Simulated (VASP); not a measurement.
Here is a VASP 6.6.1 calculation.

The input INCAR:

```
PREC = Accurate ; ENCUT = 520
EDIFF = 1E-6 ; ISMEAR = -1
SIGMA = 0.08 ; LREAL = F
LASPH = T ; NELM = 100
ALGO = Normal ; ISIF = 2
LWAVE = F ; LCHARG = F
LDIPOL = T ; IDIPOL = 3
DIPOL = 0.5 0.5 0.500 ; GGA = PE
NBANDS = 30
```

The input KPOINTS:

```
Automatic mesh
0
Gamma
  14 10 1
```

File POSCAR:

```
Ag
1.0
    2.9333909037      0.0000000000      0.0000000000
    0.0000000000      4.1484411997      0.0000000000
    0.0000000000      0.0000000000     20.4001000000
Ag
4
Direct
    0.2500000000      0.2500000000      0.3975521128
    0.7500000000      0.7500000000      0.4607409066
    0.2500000000      0.2500000000      0.5392590914
    0.7500000000      0.7500000000      0.6024478888
```

Potentials or basis: VASP PAW PBE potentials, release 64 (Ag).

The run is started by

```console
$ cat potpaw_PBE.64/Ag/POTCAR > POTCAR
$ mpirun -np 1 vasp_std > vasp.out
```

Problem. What does it give for the band gap on the k mesh?

Solution. Zero (band 22 reaches 0.56 eV, above the bottom of band 23 at -2.16 eV).

Problem. Estimate the largest force.

Solution. 0.006 eV/Å.

Forces on the atoms (eV/Å):
```
Ag   0.000  0.000  0.006
Ag   0.000  0.000  0.001
Ag   0.000  0.000 -0.001
Ag   0.000  0.000 -0.006
```
